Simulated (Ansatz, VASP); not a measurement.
**Ba in VASP and in Ansatz**

```
CELL_PARAMETERS angstrom
-2.29286 2.29286 2.29286
2.29286 -2.29286 2.29286
2.29286 2.29286 -2.29286
ATOMIC_POSITIONS crystal
Ba 0.00000 0.00000 0.00000
```

Change from the starting cell: volume scaled by 0.76, LAPW.

Alike in both runs: task single point; functional PBE; k mesh 11 × 11 × 11; occupations fermi-dirac, width 0.08 eV; no spin polarisation.

```csv
,VASP,Ansatz
version,VASP 6.6.1,Ansatz 0.2.0
potentials or method,"VASP PAW PBE potentials, release 64 (Ba_sv), cutoff 520 eV","all-electron LAPW, scalar-relativistic"
```

|  | VASP | Ansatz | Ansatz less VASP |
| --- | --- | --- | --- |
| pressure (GPa) | 3.7 | 3.4 | -0.22 |

Ansatz ran all-electron here, and VASP with PAW potentials.

Spin-orbit coupling is off throughout.
